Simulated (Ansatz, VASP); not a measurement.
## One calculation of SiC, two programs

Contents of INCAR:

```
SYSTEM = SiC
ALGO = Normal
EDIFF = 1E-6
ENCUT = 520
GGA = PE
ISIF = 2
ISMEAR = 0
LASPH = .TRUE.
LCHARG = .TRUE.
LELF = .TRUE.
LREAL = .FALSE.
LVHAR = .TRUE.
LWAVE = .FALSE.
NBANDS = 16
NELM = 60
PREC = Accurate
SIGMA = 0.05
```

File KPOINTS:

```
k-points
0
G
  10 10 6
  0 0 0
```

The input POSCAR:

```
SiC
1.0
    0.0000000000     -2.1898640950     -2.1898640950
    0.0000000000      2.1898640950     -2.1898640950
    4.3797281900      0.0000000000      0.0000000000
Si C
2 2
Direct
    0.5428108759      0.4571891241      0.5000000000
   -0.0428108759      0.0428108759      0.0000000000
    1.0281428934      0.5281428934      0.2500000000
    0.4718571066     -0.0281428934      0.7500000000
```

Input for Ansatz:

```yaml
crystal:
  lattice:
    - [0.0, -2.189864095, -2.189864095]
    - [0.0, 2.189864095, -2.189864095]
    - [4.37972819, 0.0, 0.0]
  atoms:
    - { symbol: Si, position: [0.5428108759, 0.4571891241, 0.5] }
    - { symbol: Si, position: [-0.0428108759, 0.0428108759, 0.0] }
    - { symbol: C, position: [1.0281428934, 0.5281428934, 0.25] }
    - { symbol: C, position: [0.4718571066, -0.0281428934, 0.75] }
basis:
  ecutwfc: 420
kpoints:
  mp_grid: { grid: [10, 10, 6] }
hamiltonian:
  xc: pbe
scf:
  occupations: { method: gaussian, width: 0.05 }
output:
  forces: true
  stress: true
  eigenvalues: true
```

Change from the starting cell: mode 4 (360.1 1/cm) frozen in, largest displacement +0.188 Å.

Alike in both runs: task single point; functional PBE; k mesh 10 × 10 × 6; occupations gaussian, width 0.05 eV; no spin polarisation.

```csv
,VASP,Ansatz
version,VASP 6.6.1,Ansatz 0.2.0
potentials or method,"VASP PAW PBE potentials, release 64 (Si, C), cutoff 520 eV","scalar-relativistic, plane waves, PAW"
valence electrons in the cell,16,16
```

|  | VASP | Ansatz | Ansatz less VASP |
| --- | --- | --- | --- |
| gap on the k mesh at the Fermi level (eV) | 1.07 | 1.07 | +0.003 |
| least direct gap on the mesh (eV) | 1.21 | 1.21 | +0.003 |
| pressure (GPa) | -0.8 | -0.7 | +0.04 |
| traceless stress, the component that is largest in VASP (GPa) | 2.35 | 2.36 | +0.008 |
| rms of the force components (eV/Å) | 1.033 | 1.031 | -0.0025 |

Atom by atom the forces differ by 0.003 eV/Å (rms over components).
